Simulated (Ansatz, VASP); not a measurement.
**One calculation of TaN, two programs**

The input INCAR:

```
ALGO     = Fast           # electronic algorithm
DIPOL    = 0.5 0.5 0.503
EDIFF    = 1E-7           # SCF threshold, eV
ENCUT    = 520            # plane-wave cutoff, eV
GGA      = PE             # functional
IDIPOL   = 3            
ISIF     = 2              # what is computed and relaxed
ISMEAR   = 0              # smearing method
LASPH    = True           # aspherical terms in the spheres
LCHARG   = True           # write CHGCAR
LDIPOL   = True         
LELF     = True           # ELF
LREAL    = Auto         
LVACPOTAV= True         
LVHAR    = True         
LWAVE    = False          # write WAVECAR
NBANDS   = 78             # bands
NELM     = 60             # most SCF steps
PREC     = Accurate       # precision mode
SIGMA    = 0.05           # smearing width, eV
```

The input KPOINTS:

```
k-points
0
Gamma
  16 12 1
```

File POSCAR:

```
TaN
1.0
    3.0815713500      0.0000000000      0.0000000000
    0.0000000000      4.3580000000      0.0000000000
    0.0000000000      0.0000000000     27.7854995720
Ta N
8 8
Direct
    0.5000000000      0.0000000000      0.3059149604
    0.0000000000      0.5000000000      0.3613678273
    0.5000000000      0.0000000000      0.4168206943
    0.0000000000      0.5000000000      0.4722735613
    0.5000000000      0.0000000000      0.5345421747
    0.0000000000      0.5000000000      0.5850829224
    0.5000000000      0.0000000000      0.6539783281
    0.0000000000      0.5000000000      0.6972894056
    0.5000000000      0.5000000000      0.3059149604
    0.0000000000      0.0000000000      0.3613678273
    0.5000000000      0.5000000000      0.4168206943
    0.0000000000      0.0000000000      0.4722735613
    0.5000000000      0.5000000000      0.5293802581
    0.0000000000      0.0000000000      0.5928644710
    0.5000000000      0.5000000000      0.6431485227
    0.0000000000      0.0000000000      0.7066283873
```

Input for Ansatz:

```yaml
crystal:
  lattice:
    - [3.08157135, 0.0, 0.0]
    - [0.0, 4.358, 0.0]
    - [0.0, 0.0, 27.785499572]
  atoms:
    - { symbol: Ta, position: [0.5, 0.0, 0.3059149604] }
    - { symbol: "N", position: [0.5, 0.5, 0.3059149604] }
    - { symbol: Ta, position: [0.0, 0.5, 0.3613678273] }
    - { symbol: "N", position: [0.0, 0.0, 0.3613678273] }
    - { symbol: Ta, position: [0.5, 0.0, 0.4168206943] }
    - { symbol: "N", position: [0.5, 0.5, 0.4168206943] }
    - { symbol: Ta, position: [0.0, 0.5, 0.4722735613] }
    - { symbol: "N", position: [0.0, 0.0, 0.4722735613] }
    - { symbol: Ta, position: [0.5, 0.0, 0.5345421747] }
    - { symbol: "N", position: [0.5, 0.5, 0.5293802581] }
    - { symbol: Ta, position: [0.0, 0.5, 0.5850829224] }
    - { symbol: "N", position: [0.0, 0.0, 0.592864471] }
    - { symbol: Ta, position: [0.5, 0.0, 0.6539783281] }
    - { symbol: "N", position: [0.5, 0.5, 0.6431485227] }
    - { symbol: Ta, position: [0.0, 0.5, 0.6972894056] }
    - { symbol: "N", position: [0.0, 0.0, 0.7066283873] }
basis:
  ecutwfc: 420.0
  fft_grid_basis: typed
kpoints:
  mp_grid: { grid: [16, 12, 1] }
hamiltonian:
  xc: pbe
  pseudopotentials: { kind: paw }
scf:
  occupations: { method: gaussian, width: 0.05 }
output:
  forces: true
  eigenvalues: true
  band_densities:
    - { e_range: [-2.0, -1.0] }
    - { e_range: [-1.0, -0.5] }
    - { e_range: [-0.5, -0.25] }
    - { e_range: [-0.25, 0.0] }
    - { e_range: [0.0, 0.25] }
    - { e_range: [0.25, 0.5] }
    - { e_range: [0.5, 1.0] }
    - { e_range: [1.0, 1.5] }
  band_residual_tolerance: 1.0e-05
  write_potential: true
  elf: true
  write_density: true
  volumetric_format: npy
efield:
  axis: 3
  dipole_correction: true
  ramp_width: 0.04
checkpoint:
  read: start.run
  write: ck
  compress: false
  write_wavefunctions: false
  write_every: 100000
```

Alike in both runs: task single point; functional PBE; k mesh 16 × 12 × 1; occupations gaussian, width 0.05 eV; no spin polarisation.

|  | VASP | Ansatz |
| --- | --- | --- |
| version | VASP 6.6.1 | Ansatz 0.2.0 |
| potentials or method | VASP PAW PBE potentials, release 64 (Ta_pv, N), cutoff 520 eV | scalar-relativistic, plane waves, PAW |
| valence electrons in the cell | 128 | 144 |

Ansatz gave:

| Quantity | Value |
| --- | --- |
| gap on the k mesh at the Fermi level (eV) | none |
| rms of the force components (eV/Å) | 0.342 |
| work function, face that differs most (eV) | 4.29 |

Problem. What did VASP give for the same quantities?

Solution. gap on the k mesh at the Fermi level (eV): none; rms of the force components (eV/Å): 0.343; work function, face that differs most (eV): 4.29.

A gap of «none» marks a metal or a gap that the smearing closes. The functional is the same, so the differences come from potentials, cutoffs and numerics. VASP's potentials hold 128 valence electrons a cell and Ansatz's 144, so a difference there can come from the potentials and not from the codes. Ansatz's warnings: xc potential rough in thin density.

Spin-orbit coupling is off throughout.
